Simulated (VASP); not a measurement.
# Ag (P6_3/mmc) in VASP: notebook

Ag is run at these levels: PBEsol; tasks: single point.

Everything below comes from runs of VASP 6.6.1. Logs are shortened: lines on timing, memory, paths and dates and some standing lists are left out, and cuts for length are marked.

## 1. The cell of the first run

The structure is hexagonal, space group P6_3/mmc (No. 194). The conventional cell has a = 3.001 Å, b = 3.001 Å, c = 4.907 Å, α = 90.00°, β = 90.00°, γ = 120.00°. Within 4.0 Å of Ag (site symmetry -6m2) lie 12 Ag at 3.00 Å.

## 2. Single point, PBEsol

INCAR reads:

```
SYSTEM = Ag
ALGO = Normal
EDIFF = 1E-6
ENCUT = 520
GGA = PS
ISIF = 2
ISMEAR = 0
LASPH = .True.
LCHARG = .False.
LREAL = .False.
LWAVE = .False.
NBANDS = 18
NELM = 60
PREC = Accurate
SIGMA = 0.15
```

KPOINTS reads:

```
k-points
0
Gamma
  9 9 5
  0 0 0
```

POSCAR reads:

```
Ag
1.0
    3.0014914353      0.0000000000      0.0000000000
   -1.5007457176      2.5993673885      0.0000000000
    0.0000000000      0.0000000000      4.9068750768
Ag
2
Direct
    0.3333333333      0.6666666667      0.2500000000
    0.6666666667      0.3333333333      0.7500000000
```

Potentials or basis: VASP PAW PBE potentials, release 64 (Ag).

The run is started by

```sh
$ cat potpaw_PBE.64/Ag/POTCAR > POTCAR
$ mpirun -np 1 vasp_std > vasp.out
```

OUTCAR:

```text
SYSTEM = Ag
   EDIFF = 1E-6
   ENCUT = 520
   GGA = PS
   ISIF = 2
   ISMEAR = 0
   LASPH = .True.
   LREAL = .False.
   NELM = 60
   PREC = Accurate

 ion  position               nearest neighbor table
   1  0.333  0.667  0.250-   2 3.00   2 3.00   2 3.00   2 3.00   2 3.00   2 3.00
   2  0.667  0.333  0.750-   1 3.00   1 3.00   1 3.00   1 3.00   1 3.00   1 3.00

  LATTYP: Found a hexagonal cell.
 ALAT       =     3.0014914353
 C/A-ratio  =     1.6348122867

  Lattice vectors:

 A1 = (   3.0014914353,   0.0000000000,   0.0000000000)
 A2 = (  -1.5007457176,   2.5993673885,   0.0000000000)
 A3 = (   0.0000000000,   0.0000000000,   4.9068750768)

Analysis of symmetry for initial positions (statically):
=====================================================================
 Subroutine PRICEL returns:
 Original cell was already a primitive cell.

 Routine SETGRP: Setting up the symmetry group for a
 hexagonal supercell.

 Subroutine GETGRP returns: Found 24 space group operations
 (whereof 12 operations were pure point group operations)
 out of a pool of 24 trial point group operations.

The static configuration has the point symmetry D_3d.
 The point group associated with its full space group is D_6h.

Analysis of symmetry for dynamics (positions and initial velocities):
=====================================================================
 Subroutine PRICEL returns:
 Original cell was already a primitive cell.

 Routine SETGRP: Setting up the symmetry group for a
 hexagonal supercell.

 Subroutine GETGRP returns: Found 24 space group operations
 (whereof 12 operations were pure point group operations)
 out of a pool of 24 trial point group operations.

The dynamic configuration has the point symmetry D_3d.
 The point group associated with its full space group is D_6h.

 Subroutine INISYM returns: Found 24 space group operations
 (whereof 12 operations are pure point group operations),
 and found     1 'primitive' translations

----------------------------------------------------------------------------------------

                                     Primitive cell

  volume of cell :      38.2833

  direct lattice vectors                    reciprocal lattice vectors
     3.001491435  0.000000000  0.000000000     0.333167701  0.192354494  0.000000000
    -1.500745718  2.599367389  0.000000000     0.000000000  0.384708989  0.000000000
     0.000000000  0.000000000  4.906875077     0.000000000  0.000000000  0.203795692

  length of vectors
     3.001491435  3.001491051  4.906875077     0.384708940  0.384708989  0.203795692

  position of ions in fractional coordinates (direct lattice)
     0.333333333  0.666666667  0.250000000
     0.666666667  0.333333333  0.750000000

  ion indices of the primitive-cell ions
   primitive index   ion index
                 1           1
                 2           2

----------------------------------------------------------------------------------------

 KPOINTS: k-points

Automatic generation of k-mesh.
 Grid dimensions read from file:
 generate k-points for:    9    9    5

 Generating k-lattice:

  Cartesian coordinates                     Fractional coordinates (reciprocal lattice)
     0.037018633  0.021372722  0.000000000     0.111111111 -0.000000000  0.000000000
     0.000000000  0.042745443  0.000000000     0.000000000  0.111111111  0.000000000
     0.000000000  0.000000000  0.040759138     0.000000000  0.000000000  0.200000000

  Length of vectors
     0.042745438  0.042745443  0.040759138

  Shift w.r.t. Gamma in fractional coordinates (k-lattice)
     0.000000000  0.000000000  0.000000000

 Subroutine IBZKPT returns following result:
 ===========================================

 Found     36 irreducible k-points:

 Following reciprocal coordinates:
            Coordinates               Weight
  0.000000  0.000000  0.000000      1.000000
  0.111111 -0.000000  0.000000      6.000000
  0.222222  0.000000  0.000000      6.000000
  0.333333 -0.000000  0.000000      6.000000
  0.444444  0.000000  0.000000      6.000000
  0.111111  0.111111  0.000000      6.000000
[... 16 lines left out ...]
  0.333333  0.222222  0.200000     24.000000
  0.333333  0.333333  0.200000      4.000000
 [... further k-points ...]
   k-points           NKPTS =     36   k-points in BZ     NKDIM =     36   number of bands    NBANDS=     18
   number of dos      NEDOS =    301   number of ions     NIONS =      2
   total plane-waves  NPLWV =  20736
   dimension x,y,z NGX =    24 NGY =   24 NGZ =   36
   dimension x,y,z NGXF=    48 NGYF=   48 NGZF=   72
   ions per type =               2
   NGX,Y,Z   is equivalent  to a cutoff of  13.29, 13.29, 12.20 a.u.
   NGXF,Y,Z  is equivalent  to a cutoff of  26.59, 26.59, 24.39 a.u.
 SYSTEM =  Ag
   PREC   = accura    normal or accurate (medium, high low for compatibility)
   ISTART =      0    job   : 0-new  1-cont  2-samecut
   ICHARG =      2    charge: 1-file 2-atom 10-const
   ISPIN  =      1    spin polarized calculation?
   LNONCOLLINEAR =      F non collinear calculations
   LSORBIT =      F    spin-orbit coupling
   LASPH  =      T    aspherical Exc in radial PAW
   ENCUT  =  520.0 eV  38.22 Ry    6.18 a.u.   5.58  5.58  9.12*2*pi/ulx,y,z
   NELM   =     60;   NELMIN=  2; NELMDL= -5     # of ELM steps
   EDIFF  = 0.1E-05   stopping-criterion for ELM
   LREAL  =      F    real-space projection
   EDIFFG = 0.1E-04   stopping-criterion for IOM
   NSW    =      0    number of steps for IOM
   IBRION =     -1    ionic relax: 0-MD 1-quasi-New 2-CG
   NFREE  =      0    steps in history (QN), initial steepest desc. (CG)
   ISIF   =      2    stress and relaxation
   ISYM   =      2    0-nonsym 1-usesym 2-fastsym
   POTIM  = 0.5000    time-step for ionic-motion
   TEBEG  =    0.0;   TEEND  =   0.0 temperature during run
   PSTRESS=    0.0 pullay stress
   NELECT =      22.0000    total number of electrons
   NUPDOWN=      -1.0000    fix difference up-down
   EMIN   =  10.00;   EMAX   =-10.00  energy-range for DOS
   EFERMI =   0.00;   METHOD = LEGACY
   ISMEAR =     0;   SIGMA  =   0.15  broadening in eV -4-tet -1-fermi 0-gaus
   EFERMI_NEDOS =   21; number of points for ismear=-14 and -15
   IALGO  =     38    algorithm
   IMIX   =      4    mixing-type and parameters
     AMIX     =   0.40;   BMIX     =  1.00
     AMIX_MAG =   1.60;   BMIX_MAG =  1.00
  volume/ion in A,a.u.               =      19.14       129.17
  Fermi-wavevector in a.u.,A,eV,Ry     =   1.361066  2.572041 25.204795  1.852500
  Thomas-Fermi vector in A             =   2.487674
   LORBIT       =      0    0 simple, 1 ext, 2 COOP (PROOUT), +10 PAW based schemes
   GGA     = PS    functional components
   LHFCALC =     F    Hartree Fock is set to
   AEXX    =    0.0000 exact exchange contribution
   IVDW    =     0    specifies the selected vdW correction
   LEPSILON=     F    determine dielectric tensor
   LRPA    =     F    only Hartree local field effects (RPA)
 non-spin polarized calculation
 Gauss-broadening in eV      SIGMA  =   0.15
  energy-cutoff  :      520.00
  volume of cell :       38.28
 maximum number of plane-waves:      1047
 NGX is ok and might be reduce to    24
   NGX = 11   NGY = 11   NGZ = 19

 number of electron      21.9999993 magnetization

 Free energy of the ion-electron system (eV)
  ---------------------------------------------------
  ext. energy  EPLUGINS =         0.00000000
  ---------------------------------------------------
  free energy    TOTEN  =        -6.44568244 eV

  energy without entropy =       -6.44360769  energy(sigma->0) =       -6.44464507

 E-fermi :   6.7642     XC(G=0): -11.7352

 val. band max:        6.6132022809   @ k =   0.1111   0.1111   0.2000
 cond. band min:       6.9496327575   @ k =   0.2222   0.0000   0.2000
 fundamental gap:      0.3364304766
 Fermi energy:         6.7642235371

 k-point     1 :       0.0000    0.0000    0.0000
  band No.  band energies     occupation
      1      -0.2886      2.00000
      2       1.0061      2.00000
      3       2.3313      2.00000
      4       2.4114      2.00000
      5       2.4114      2.00000
      6       2.6038      2.00000
[... 10 lines left out ...]
     17      23.7467      0.00000
     18      23.9895      0.00000

 k-point     2 :       0.1111   -0.0000    0.0000
  band No.  band energies     occupation
      1       0.0189      2.00000
      2       1.1691      2.00000
      3       2.1954      2.00000
      4       2.5144      2.00000
      5       2.5605      2.00000
      6       2.5904      2.00000
[... 10 lines left out ...]
     17      24.0316      0.00000
     18      24.8580      0.00000

 k-point     3 :       0.2222    0.0000    0.0000
  band No.  band energies     occupation
      1       0.7952      2.00000
      2       1.4118      2.00000
      3       2.1361      2.00000
      4       2.2449      2.00000
      5       2.4532      2.00000
      6       2.6385      2.00000
[... 10 lines left out ...]
     17      22.1237      0.00000
     18      23.1578      0.00000

 k-point     4 :       0.3333   -0.0000    0.0000
  band No.  band energies     occupation
      1       1.2356      2.00000
      2       1.3640      2.00000
      3       1.7137      2.00000
      4       2.4611      2.00000
      5       2.5736      2.00000
      6       2.6630      2.00000
[... 10 lines left out ...]
     17      19.2176      0.00000
     18      22.4897      0.00000

 k-point     5 :       0.4444    0.0000    0.0000
  band No.  band energies     occupation
      1       1.0991      2.00000
      2       1.3602      2.00000
      3       1.4221      2.00000
      4       2.3554      2.00000
      5       2.6367      2.00000
      6       2.7540      2.00000
[... 10 lines left out ...]
     17      16.8996      0.00000
     18      22.1209      0.00000

 k-point     6 :       0.1111    0.1111    0.0000
  band No.  band energies     occupation
      1       0.5809      2.00000
      2       1.4164      2.00000
      3       2.0319      2.00000
      4       2.4533      2.00000
      5       2.4850      2.00000
      6       2.6089      2.00000
[... 10 lines left out ...]
     17      23.7758      0.00000
     18      23.8288      0.00000

 k-point     7 :       0.2222    0.1111    0.0000
  band No.  band energies     occupation
      1       1.3345      2.00000
      2       1.5168      2.00000
      3       1.9223      2.00000
      4       2.0997      2.00000
      5       2.4297      2.00000
      6       2.5149      2.00000
[... 10 lines left out ...]
     17      21.0271      0.00000
     18      22.3449      0.00000

 k-point     8 :       0.3333    0.1111    0.0000
  band No.  band energies     occupation
      1       1.3112      2.00000
      2       1.5112      2.00000
      3       1.5363      2.00000
      4       2.3358      2.00000
      5       2.6639      2.00000
      6       2.6827      2.00000
[... 10 lines left out ...]
     17      18.0805      0.00000
     18      21.4087      0.00000
[... 229 lines left out ...]
     17      20.8965      0.00000
     18      22.7267      0.00000

 k-point    20 :       0.3333    0.1111    0.2000
  band No.  band energies     occupation
      1       1.2470      2.00000
      2       1.4045      2.00000
      3       1.8938      2.00000
      4       2.0243      2.00000
      5       2.4213      2.00000
      6       2.8063      2.00000
[... 10 lines left out ...]
     17      19.9739      0.00000
     18      20.0901      0.00000

 k-point    21 :       0.4444    0.1111    0.2000
  band No.  band energies     occupation
      1       1.1647      2.00000
      2       1.2992      2.00000
      3       1.8378      2.00000
      4       2.0612      2.00000
      5       2.3273      2.00000
      6       2.9547      2.00000
[... 10 lines left out ...]
     17      17.8043      0.00000
     18      19.6610      0.00000

 k-point    22 :       0.2222    0.2222    0.2000
  band No.  band energies     occupation
      1       1.5400      2.00000
      2       1.6540      2.00000
      3       1.8571      2.00000
      4       1.9634      2.00000
      5       2.5493      2.00000
      6       2.6562      2.00000
[... 10 lines left out ...]
     17      17.9555      0.00000
     18      21.8192      0.00000

 k-point    23 :       0.3333    0.2222    0.2000
  band No.  band energies     occupation
      1       1.4108      2.00000
      2       1.6680      2.00000
      3       1.8851      2.00000
      4       2.0371      2.00000
      5       2.3344      2.00000
      6       2.7827      2.00000
[... 10 lines left out ...]
     17      17.4799      0.00000
     18      19.3882      0.00000

 k-point    24 :       0.3333    0.3333    0.2000
  band No.  band energies     occupation
      1       1.5503      2.00000
      2       1.7954      2.00000
      3       1.7954      2.00000
      4       2.2071      2.00000
      5       2.4227      2.00000
      6       2.4227      2.00000
[... 10 lines left out ...]
     17      18.9314      0.00000
     18      18.9314      0.00000

 [... further k-points ...]
[... 5 lines left out ...]
  --------------------------------------------------------------------------------------
  -------------------------------------------------------------------------------------
  Total       -2.8197888     -2.8197879     -2.4884572     -0.0000000      0.0000000      0.0000000
  in kB     -118.0096143   -118.0095740   -104.1432162     -0.0000000      0.0000000      0.0000000
  external PRESSURE =    -113.3874681 kB  Pullay stress =       0.0000000 kB

 VOLUME and BASIS-vectors are now :
 -----------------------------------------------------------------------------
  energy-cutoff  :      520.00
  volume of cell :       38.28
      direct lattice vectors                 reciprocal lattice vectors
     3.001491435  0.000000000  0.000000000     0.333167701  0.192354494  0.000000000
    -1.500745718  2.599367389  0.000000000     0.000000000  0.384708989  0.000000000
     0.000000000  0.000000000  4.906875077     0.000000000  0.000000000  0.203795692

 POSITION                                       TOTAL-FORCE (eV/Angst)
 -----------------------------------------------------------------------------------
     -0.00000      1.73291      1.22672         0.000000     -0.000000      0.000000
      1.50075      0.86646      3.68016        -0.000000      0.000000      0.000000
 -----------------------------------------------------------------------------------
    total drift:                               -0.000000      0.000000     -0.000000

  FREE ENERGIE OF THE ION-ELECTRON SYSTEM (eV)
  ---------------------------------------------------
  free  energy   TOTEN  =        -6.4456824417 eV

  energy  without entropy=       -6.4436076914  energy(sigma->0) =       -6.44464507
```

Run time: 14 s. Hardware: 1 thread of AMD EPYC 7R13 (Zen 3), shared host; peak memory 0.13 GiB.

Results:

```
Free energy            : -6.4457 eV
Pressure               : -11.3 GPa
Band gap on the k mesh : zero (band 11 reaches 10.30 eV, above the bottom of band 12 at 3.58 eV)
```

Stress tensor (GPa, compression positive):
```
-11.80   0.00   0.00
  0.00 -11.80   0.00
  0.00   0.00 -10.41
```

Levels at points of the mesh, in eV from the Fermi level:
```tsv
k point	band 8	band 9	band 10	band 11	band 12	band 13	band 14	band 15
(0.00, 0.00, 0.00)	-3.86	-3.86	-3.03	-3.03	-0.19	2.93	15.23	16.86
```

Caveat: the PAW data sets were made with another functional, which shifts forces and pressure a little.

## 3. Single point, PBEsol

This run uses another cell than the first one, of 19.59 Å³/atom, 1.023 times its volume.

INCAR reads:

```
ALGO     = Normal         # electronic algorithm
EDIFF    = 1E-7           # SCF threshold, eV
ENCUT    = 520            # plane-wave cutoff, eV
GGA      = PS             # functional
ISIF     = 2              # what is computed and relaxed
ISMEAR   = 0              # smearing method
LASPH    = T              # aspherical terms in the spheres
LCHARG   = F              # write CHGCAR
LREAL    = F              # projectors in reciprocal space
LWAVE    = F              # write WAVECAR
NBANDS   = 18             # bands
NELM     = 100            # most SCF steps
PREC     = Accurate       # precision mode
SIGMA    = 0.15           # smearing width, eV
```

KPOINTS reads:

```
k-points
0
Gamma
  9 9 5
```

POSCAR reads:

```
Ag
1.0
    3.0245807383      0.0000000000      0.0000000000
   -1.5122903691      2.6193633081      0.0000000000
    0.0000000000      0.0000000000      4.9446217530
Ag
2
Direct
    0.3333333333      0.6666666667      0.2500000000
    0.6666666667      0.3333333333      0.7500000000
```

Potentials or basis: VASP PAW PBE potentials, release 64 (Ag).

The run is started by

```sh
$ cat potpaw_PBE.64/Ag/POTCAR > POTCAR
$ mpirun -np 1 vasp_std > vasp.out
```

Run time: 17 s. Hardware: 1 thread of AMD EPYC 7R13 (Zen 3), shared host; peak memory 0.13 GiB.

Results (log left out):

| Item | Value |
| --- | --- |
| Free energy | -6.3803 eV |
| Pressure | -12.3 GPa |
| Band gap on the k mesh | zero (band 11 reaches 9.97 eV, above the bottom of band 12 at 3.32 eV) |

Stress tensor (GPa, compression positive):
```
-12.77   0.00   0.00
  0.00 -12.77   0.00
  0.00   0.00 -11.41
```

Levels at points of the mesh, in eV from the Fermi level:
| k point | band 9 | band 10 | band 11 | band 12 | band 13 | band 14 |
| --- | --- | --- | --- | --- | --- | --- |
| (0.00, 0.00, 0.00) | -3.82 | -3.02 | -3.02 | -0.14 | 2.81 | 15.14 |

Caveat: the PAW data sets were made with another functional, which shifts forces and pressure a little.
